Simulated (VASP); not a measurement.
# Ti2B3 (Pm-3m) in VASP: further runs, part 2 of 2

VASP 6.6.1.

### Step 5. Single point, PBE

This run uses another cell than the first one, of 12.30 Å³/atom.

The input, INCAR:

```
PREC = Accurate
ENCUT = 520
EDIFF = 1E-6
ISMEAR = 0
SIGMA = 0.1
LREAL = False
LASPH = True
NELM = 80
ALGO = Normal
ISIF = 2
LWAVE = False
LCHARG = False
GGA = PE
NBANDS = 24
```

The input, KPOINTS:

```
regular mesh
0
Gamma
  10 10 10
```

The input, POSCAR:

```
Ti2B3
1.0
    3.9477107596      0.0000000000      0.0000000000
    0.0000000000      3.9477107596      0.0000000000
    0.0000000000      0.0000000000      3.9477107596
Ti B
2 3
Direct
    0.0000000000      0.0000000000      0.0000000000
    0.5000000000      0.5000000000      0.5000000000
    0.5000000000      0.0000000000      0.0000000000
    0.0000000000      0.5000000000      0.0000000000
    0.0000000000      0.0000000000      0.5000000000
```

Potentials or basis: VASP PAW PBE potentials, release 64 (Ti_sv, B).

Started as:

```sh
> cat potpaw_PBE.64/Ti_sv/POTCAR potpaw_PBE.64/B/POTCAR > POTCAR
> mpirun -np 1 vasp_std > vasp.out
```

OUTCAR:

```text
PREC = Accurate
   ENCUT = 520
   EDIFF = 1E-6
   ISMEAR = 0
   LREAL = False
   LASPH = True
   NELM = 80
   ISIF = 2
   GGA = PE

 ion  position               nearest neighbor table
   1  0.000  0.000  0.000-   3 1.97   4 1.97   5 1.97   5 1.97   4 1.97   3 1.97
   2  0.500  0.500  0.500-
   3  0.500  0.000  0.000-   1 1.97   1 1.97
   4  0.000  0.500  0.000-   1 1.97   1 1.97
   5  0.000  0.000  0.500-   1 1.97   1 1.97

  LATTYP: Found a simple cubic cell.
 ALAT       =     3.9477107596

  Lattice vectors:

 A1 = (   3.9477107596,   0.0000000000,   0.0000000000)
 A2 = (   0.0000000000,   3.9477107596,   0.0000000000)
 A3 = (   0.0000000000,   0.0000000000,   3.9477107596)

Analysis of symmetry for initial positions (statically):
=====================================================================
 Subroutine PRICEL returns:
 Original cell was already a primitive cell.

 Routine SETGRP: Setting up the symmetry group for a
 simple cubic supercell.

 Subroutine GETGRP returns: Found 48 space group operations
 (whereof 48 operations were pure point group operations)
 out of a pool of 48 trial point group operations.

The static configuration has the point symmetry O_h .

Analysis of symmetry for dynamics (positions and initial velocities):
=====================================================================
 Subroutine PRICEL returns:
 Original cell was already a primitive cell.

 Routine SETGRP: Setting up the symmetry group for a
 simple cubic supercell.

 Subroutine GETGRP returns: Found 48 space group operations
 (whereof 48 operations were pure point group operations)
 out of a pool of 48 trial point group operations.

The dynamic configuration has the point symmetry O_h .

 Subroutine INISYM returns: Found 48 space group operations
 (whereof 48 operations are pure point group operations),
 and found     1 'primitive' translations

[... 121 lines left out ...]
  volume/ion in A,a.u.               =      12.30        83.04
  Fermi-wavevector in a.u.,A,eV,Ry     =   1.330151  2.513620 24.072797  1.769301
  Thomas-Fermi vector in A             =   2.459259
   LORBIT       =      0    0 simple, 1 ext, 2 COOP (PROOUT), +10 PAW based schemes
   GGA     = PE    functional components
   LHFCALC =     F    Hartree Fock is set to
   AEXX    =    0.0000 exact exchange contribution
   IVDW    =     0    specifies the selected vdW correction
   LEPSILON=     F    determine dielectric tensor
   LRPA    =     F    only Hartree local field effects (RPA)
 non-spin polarized calculation
 Gauss-broadening in eV      SIGMA  =   0.10
  energy-cutoff  :      520.00
  volume of cell :       61.52
 maximum number of plane-waves:      1683
 NGX is ok and might be reduce to    30
   NGX = 15   NGY = 15   NGZ = 15

 number of electron      32.9999989 magnetization

 Free energy of the ion-electron system (eV)
  ---------------------------------------------------
  ext. energy  EPLUGINS =         0.00000000
  ---------------------------------------------------
  free energy    TOTEN  =       -31.10785358 eV

  energy without entropy =      -31.09655675  energy(sigma->0) =      -31.10220516

 E-fermi :   6.6032     XC(G=0): -11.2285

 val. band max:        6.6018781523   @ k =   0.4000   0.3000   0.0000
 cond. band min:       6.6183324473   @ k =   0.2000   0.0000   0.0000
 fundamental gap:      0.0164542950
 Fermi energy:         6.6032103157

 k-point     1 :       0.0000    0.0000    0.0000
  band No.  band energies     occupation
      1     -51.6262      2.00000
      2     -48.4357      2.00000
      3     -27.8095      2.00000
      4     -27.8095      2.00000
      5     -27.8095      2.00000
      6     -24.9532      2.00000
[... 637 lines left out ...]
     23       9.6886      0.00000
     24       9.9649      0.00000

 [... further k-points ...]

------------------------ aborting loop because EDIFF is reached ----------------------------------------

  FORCE on cell =-STRESS in cart. coord.  units (eV):
  Direction    XX          YY          ZZ          XY          YZ          ZX
  --------------------------------------------------------------------------------------
  -------------------------------------------------------------------------------------
  Total       -0.0688901     -0.0688901     -0.0688901      0.0000000      0.0000000      0.0000000
  in kB       -1.7940364     -1.7940364     -1.7940364      0.0000000      0.0000000      0.0000000
  external PRESSURE =      -1.7940364 kB  Pullay stress =       0.0000000 kB

 VOLUME and BASIS-vectors are now :
 -----------------------------------------------------------------------------
  energy-cutoff  :      520.00
  volume of cell :       61.52
      direct lattice vectors                 reciprocal lattice vectors
     3.947710760  0.000000000  0.000000000     0.253311365  0.000000000  0.000000000
     0.000000000  3.947710760  0.000000000     0.000000000  0.253311365  0.000000000
     0.000000000  0.000000000  3.947710760     0.000000000  0.000000000  0.253311365

 POSITION                                       TOTAL-FORCE (eV/Angst)
 -----------------------------------------------------------------------------------
      0.00000      0.00000      0.00000         0.000000      0.000000      0.000000
      1.97386      1.97386      1.97386         0.000000      0.000000      0.000000
      1.97386      0.00000      0.00000         0.000000      0.000000      0.000000
      0.00000      1.97386      0.00000         0.000000      0.000000      0.000000
      0.00000      0.00000      1.97386         0.000000      0.000000      0.000000
 -----------------------------------------------------------------------------------
    total drift:                                0.000000      0.000000      0.000000

  FREE ENERGIE OF THE ION-ELECTRON SYSTEM (eV)
  ---------------------------------------------------
  free  energy   TOTEN  =       -31.1078535823 eV

  energy  without entropy=      -31.0965567477  energy(sigma->0) =      -31.10220516
```

OSZICAR:

```text
N       E                     dE             d eps       ncg     rms          rms(c)
DAV:   1     0.336455799502E+03    0.33646E+03   -0.15630E+04  2688   0.149E+03
DAV:   2    -0.423266162096E+01   -0.34069E+03   -0.32918E+03  2760   0.448E+02
DAV:   3    -0.381819792916E+02   -0.33949E+02   -0.32951E+02  4776   0.124E+02
DAV:   4    -0.398988256171E+02   -0.17168E+01   -0.17128E+01  3480   0.252E+01
DAV:   5    -0.400057786603E+02   -0.10695E+00   -0.10694E+00  4040   0.477E+00    0.267E+01
DAV:   6    -0.323769589235E+02    0.76288E+01   -0.58226E+01  3672   0.411E+01    0.165E+01
DAV:   7    -0.329049417893E+02   -0.52798E+00   -0.35285E+01  3976   0.439E+01    0.103E+01
DAV:   8    -0.315539807230E+02    0.13510E+01   -0.60135E+00  3776   0.180E+01    0.735E+00
DAV:   9    -0.311798659710E+02    0.37411E+00   -0.22777E+00  3720   0.104E+01    0.265E+00
DAV:  10    -0.311644520857E+02    0.15414E-01   -0.75426E-01  3792   0.726E+00    0.188E+00
DAV:  11    -0.311093655181E+02    0.55087E-01   -0.94903E-02  3440   0.261E+00    0.510E-01
DAV:  12    -0.311079115361E+02    0.14540E-02   -0.10406E-02  4192   0.803E-01    0.140E-01
DAV:  13    -0.311080374806E+02   -0.12594E-03   -0.14228E-03  3832   0.272E-01    0.121E-01
DAV:  14    -0.311078572736E+02    0.18021E-03   -0.32418E-04  3592   0.157E-01    0.327E-02
DAV:  15    -0.311078539083E+02    0.33653E-05   -0.48420E-05  4168   0.458E-02    0.966E-03
DAV:  16    -0.311078535823E+02    0.32608E-06   -0.65374E-06  2912   0.201E-02
   1 F= -.31107854E+02 E0= -.31102205E+02  d E =-.112968E-01
```

stdout:

```text
POSCAR found type information on POSCAR TiB
 POSCAR found :  2 types and       5 ions
 scaLAPACK will be used
 LDA part: xc-table for (Slater+PW92), standard interpolation
 POSCAR, INCAR and KPOINTS ok, starting setup
 FFT: planning ... GRIDC
 FFT: planning ... GRID_SOFT
 FFT: planning ... GRID
 WAVECAR not read
 entering main loop
```

It took 2.6 min on 1 thread of Intel Xeon 8259CL, shared host; peak memory 0.21 GiB.

What came out:

```
Free energy            : -31.1079 eV
Pressure               : -0.2 GPa
Band gap on the k mesh : zero (an odd number of electrons rules out a gap without spin polarisation)
```

### Step 6. Relaxation of cell and atoms, PBE

This run uses another cell than the first one, of 12.30 Å³/atom.

The input, INCAR:

```
ALGO     = Normal         # electronic algorithm
EDIFF    = 1E-7           # SCF threshold, eV
EDIFFG   = -0.01          # ionic threshold
ENCUT    = 600            # plane-wave cutoff, eV
GGA      = PE             # functional
IBRION   = 2              # ionic algorithm
ISIF     = 3              # what is computed and relaxed
ISMEAR   = 0              # smearing method
LASPH    = T              # aspherical terms in the spheres
LCHARG   = F              # write CHGCAR
LREAL    = F              # projectors in reciprocal space
LWAVE    = F              # write WAVECAR
NELM     = 100            # most SCF steps
NSW      = 100            # ionic steps
PREC     = Accurate       # precision mode
SIGMA    = 0.1            # smearing width, eV
```

The input, KPOINTS:

```
k-points
0
Gamma
  10 10 10
```

Edit POSCAR of step 5 so:

```diff
@@ -2,5 +2,5 @@
 1.0
-    3.9477107596      0.0000000000      0.0000000000
-    0.0000000000      3.9477107596      0.0000000000
-    0.0000000000      0.0000000000      3.9477107596
+    3.9468552646      0.0000000000      0.0000000000
+    0.0000000000      3.9468552646      0.0000000000
+    0.0000000000      0.0000000000      3.9468552646
 Ti B
```

Potentials or basis: VASP PAW PBE potentials, release 64 (Ti_sv, B).

Started as:

```sh
> cat potpaw_PBE.64/Ti_sv/POTCAR potpaw_PBE.64/B/POTCAR > POTCAR
> mpirun -np 1 vasp_std > vasp.out
```

OUTCAR:

```text
EDIFF = 1E-7
   EDIFFG = -0.01
   ENCUT = 600
   GGA = PE
   IBRION = 2
   ISIF = 3
   ISMEAR = 0
   LASPH = T
   LREAL = F
   NELM = 100
   NSW = 100
   PREC = Accurate

 ion  position               nearest neighbor table
   1  0.000  0.000  0.000-   3 1.97   4 1.97   5 1.97   5 1.97   4 1.97   3 1.97
   2  0.500  0.500  0.500-
   3  0.500  0.000  0.000-   1 1.97   1 1.97
   4  0.000  0.500  0.000-   1 1.97   1 1.97
   5  0.000  0.000  0.500-   1 1.97   1 1.97

  LATTYP: Found a simple cubic cell.
 ALAT       =     3.9468552646

  Lattice vectors:

 A1 = (   3.9468552646,   0.0000000000,   0.0000000000)
 A2 = (   0.0000000000,   3.9468552646,   0.0000000000)
 A3 = (   0.0000000000,   0.0000000000,   3.9468552646)

Analysis of symmetry for initial positions (statically):
=====================================================================
 Subroutine PRICEL returns:
 Original cell was already a primitive cell.

 Routine SETGRP: Setting up the symmetry group for a
 simple cubic supercell.

 Subroutine GETGRP returns: Found 48 space group operations
 (whereof 48 operations were pure point group operations)
 out of a pool of 48 trial point group operations.

The static configuration has the point symmetry O_h .

Analysis of symmetry for dynamics (positions and initial velocities):
=====================================================================
 Subroutine PRICEL returns:
 Original cell was already a primitive cell.

 Routine SETGRP: Setting up the symmetry group for a
 simple cubic supercell.

 Subroutine GETGRP returns: Found 48 space group operations
 (whereof 48 operations were pure point group operations)
 out of a pool of 48 trial point group operations.

The dynamic configuration has the point symmetry O_h .

 Subroutine INISYM returns: Found 48 space group operations
 (whereof 48 operations are pure point group operations),
 and found     1 'primitive' translations

[... 125 lines left out ...]
   GGA     = PE    functional components
   LHFCALC =     F    Hartree Fock is set to
   AEXX    =    0.0000 exact exchange contribution
   IVDW    =     0    specifies the selected vdW correction
   LEPSILON=     F    determine dielectric tensor
   LRPA    =     F    only Hartree local field effects (RPA)
 conjugate gradient relaxation of ions
 non-spin polarized calculation
 Gauss-broadening in eV      SIGMA  =   0.10
  energy-cutoff  :      600.00
  volume of cell :       61.48
 maximum number of plane-waves:      2103
 NGX is ok and might be reduce to    32
   NGX = 15   NGY = 15   NGZ = 15

 number of electron      32.9999985 magnetization

 Free energy of the ion-electron system (eV)
  ---------------------------------------------------
  ext. energy  EPLUGINS =         0.00000000
  ---------------------------------------------------
  free energy    TOTEN  =       -31.10920329 eV

  energy without entropy =      -31.09791888  energy(sigma->0) =      -31.10356108

 E-fermi :   6.6096     XC(G=0): -11.2314

 val. band max:        6.6080106940   @ k =   0.4000   0.3000   0.0000
 cond. band min:       6.6243855093   @ k =   0.2000   0.0000   0.0000
 fundamental gap:      0.0163748153
 Fermi energy:         6.6096110545

 k-point     1 :       0.0000    0.0000    0.0000
  band No.  band energies     occupation
      1     -51.6189      2.00000
      2     -48.4283      2.00000
      3     -27.8029      2.00000
      4     -27.8029      2.00000
      5     -27.8029      2.00000
      6     -24.9466      2.00000
[... 541 lines left out ...]
     19       7.0776      0.00000
     20       8.4181      0.00000

 [... further k-points ...]

------------------------ aborting loop because EDIFF is reached ----------------------------------------

  FORCE on cell =-STRESS in cart. coord.  units (eV):
  Direction    XX          YY          ZZ          XY          YZ          ZX
  --------------------------------------------------------------------------------------
  -------------------------------------------------------------------------------------
  Total       -0.0489181     -0.0489181     -0.0489181      0.0000000      0.0000000      0.0000000
  in kB       -1.2747544     -1.2747544     -1.2747544      0.0000000      0.0000000      0.0000000
  external PRESSURE =      -1.2747544 kB  Pullay stress =       0.0000000 kB

 VOLUME and BASIS-vectors are now :
 -----------------------------------------------------------------------------
  energy-cutoff  :      600.00
  volume of cell :       61.48
      direct lattice vectors                 reciprocal lattice vectors
     3.946855265  0.000000000  0.000000000     0.253366271  0.000000000  0.000000000
     0.000000000  3.946855265  0.000000000     0.000000000  0.253366271  0.000000000
     0.000000000  0.000000000  3.946855265     0.000000000  0.000000000  0.253366271

 POSITION                                       TOTAL-FORCE (eV/Angst)
 -----------------------------------------------------------------------------------
      0.00000      0.00000      0.00000         0.000000      0.000000      0.000000
      1.97343      1.97343      1.97343         0.000000      0.000000      0.000000
      1.97343      0.00000      0.00000         0.000000      0.000000      0.000000
      0.00000      1.97343      0.00000         0.000000      0.000000      0.000000
      0.00000      0.00000      1.97343         0.000000      0.000000      0.000000
 -----------------------------------------------------------------------------------
    total drift:                                0.000000      0.000000     -0.000000

  FREE ENERGIE OF THE ION-ELECTRON SYSTEM (eV)
  ---------------------------------------------------
  free  energy   TOTEN  =       -31.1092032874 eV

  energy  without entropy=      -31.0979188810  energy(sigma->0) =      -31.10356108

 reached required accuracy - stopping structural energy minimisation
```

OSZICAR:

```text
N       E                     dE             d eps       ncg     rms          rms(c)
DAV:   1     0.358998975664E+03    0.35900E+03   -0.17587E+04  2240   0.198E+03
DAV:   2     0.482047010721E+01   -0.35418E+03   -0.34725E+03  2248   0.533E+02
DAV:   3    -0.375786524504E+02   -0.42399E+02   -0.40437E+02  4116   0.155E+02
DAV:   4    -0.398676220074E+02   -0.22890E+01   -0.22695E+01  2972   0.332E+01
DAV:   5    -0.400057722794E+02   -0.13815E+00   -0.13806E+00  3360   0.687E+00    0.267E+01
DAV:   6    -0.324181497340E+02    0.75876E+01   -0.76632E+01  3092   0.494E+01    0.160E+01
DAV:   7    -0.326445946108E+02   -0.22644E+00   -0.62043E+01  3128   0.516E+01    0.968E+00
DAV:   8    -0.314805932803E+02    0.11640E+01   -0.83863E+00  2960   0.214E+01    0.709E+00
DAV:   9    -0.311859136693E+02    0.29468E+00   -0.51869E+00  3072   0.130E+01    0.283E+00
DAV:  10    -0.311393708799E+02    0.46543E-01   -0.16264E+00  3068   0.815E+00    0.134E+00
DAV:  11    -0.311116336723E+02    0.27737E-01   -0.10969E-01  3084   0.223E+00    0.527E-01
DAV:  12    -0.311095674591E+02    0.20662E-02   -0.40514E-02  3308   0.121E+00    0.197E-01
DAV:  13    -0.311092947624E+02    0.27270E-03   -0.20967E-03  3028   0.323E-01    0.903E-02
DAV:  14    -0.311092909481E+02    0.38143E-05   -0.54212E-05  3248   0.579E-02    0.792E-02
DAV:  15    -0.311092041850E+02    0.86763E-04   -0.65477E-04  3084   0.153E-01    0.131E-02
DAV:  16    -0.311092044116E+02   -0.22659E-06   -0.17209E-05  3344   0.292E-02    0.106E-02
DAV:  17    -0.311092032778E+02    0.11337E-05   -0.66025E-06  3104   0.157E-02    0.145E-03
DAV:  18    -0.311092032874E+02   -0.95301E-08   -0.23762E-07  2228   0.347E-03
   1 F= -.31109203E+02 E0= -.31103561E+02  d E =-.311092E+02
```

Run time: 2 min. Hardware: 1 thread of Intel Xeon 8259CL, shared host; peak memory 0.22 GiB.

What came out:

```yaml
Free_energy: -31.1092 eV
Pressure_after_relaxing: -0.1 GPa
Band_gap_on_the_k_mesh: zero (an odd number of electrons rules out a gap without spin polarisation)
```

Final structure:
```
Ti B
1.0
     3.94686    0.00000    0.00000
     0.00000    3.94686    0.00000
     0.00000    0.00000    3.94686
Ti B
2 3
Direct
  0.00000 0.00000 0.00000
  0.50000 0.50000 0.50000
  0.50000 0.00000 0.00000
  0.00000 0.50000 0.00000
  0.00000 0.00000 0.50000
```

Caveat: the relaxation stopped at its first step, so nothing moved.

### Step 7. Overview

| task | cell | k mesh | cutoff (eV) | gap on the mesh (eV) | pressure (GPa) |
| --- | --- | --- | --- | --- | --- |
| single point | a = 3.825 Å, 5 atoms | 4 × 4 × 4 | 520 | none | 11.8 |
| single point | a = 3.947 Å, 5 atoms | 4 × 4 × 4 | 520 | none | -0.1 |
| relaxation of cell and atoms | relaxed from a = 3.825 Å, 5 atoms | 4 × 4 × 4 | 600 | none | 0.0 |
| single point | a = 3.948 Å, 5 atoms | 10 × 10 × 10 | 520 | none | -0.2 |
| relaxation of cell and atoms | relaxed from a = 3.947 Å, 5 atoms | 10 × 10 × 10 | 600 | none | -0.1 |

Alike in all rows: level PBE; potentials or basis VASP PAW PBE potentials, release 64 (Ti_sv, B); no spin polarisation; smearing gaussian 0.1 eV.

Caveats: some runs use coarse meshes; the relaxation stopped at its first step, so nothing moved (at least some runs).

Total energies depend on the potentials used, so only differences within one code and one set of settings carry meaning.
